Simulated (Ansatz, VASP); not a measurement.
## Two plane-wave programs on HfSi3O2

```
Hf Si O
1.0
    -2.66281    2.61279    0.00084
    -2.66271   -2.61263   -0.00057
    -1.33778    0.00391   12.30566
Hf Si O
2 6 4
Direct
  0.20328 0.20315 0.68427
  0.79669 0.79685 0.31573
  0.75048 0.25000 0.50000
  0.24958 0.74998 0.49999
  0.14591 0.65077 0.90460
  0.65036 0.14623 0.90459
  0.85413 0.34922 0.09540
  0.34963 0.85375 0.09542
  0.18420 0.68406 0.76098
  0.68395 0.18419 0.76098
  0.81577 0.31596 0.23901
  0.31601 0.81582 0.23903
```

Change from the starting cell: cell x1, atoms moved at random (sigma 0.15 Å) and cell strained at random (1.5 %), then relaxed without symmetry.

Alike in both runs: functional PBE; k mesh 6 × 6 × 2; occupations gaussian, width 0.2 eV; no spin polarisation.

Ansatz relaxed the structure, and its values are those at the end. VASP's run is a single point on that final structure, the one shown.

|  | VASP | Ansatz |
| --- | --- | --- |
| version | VASP 6.6.1 | Ansatz 0.2.0 |
| potentials or method | VASP PAW PBE potentials, release 64 (Hf_pv, Si, O), cutoff 520 eV | scalar-relativistic, plane waves, PAW |
| valence electrons in the cell | 68 | 100 |

```tsv
	VASP	Ansatz	Ansatz less VASP
gap on the k mesh at the Fermi level (eV)	none	none	-
pressure (GPa)	-0.8	0.0	+0.83
rms of the force components (eV/Å)	0.069	0.002	-0.0671
```

A gap of «none» marks a metal or a gap that the smearing closes. VASP's potentials hold 68 valence electrons a cell and Ansatz's 100, so a difference there can come from the potentials and not from the codes.

Neither program's run includes spin-orbit coupling.
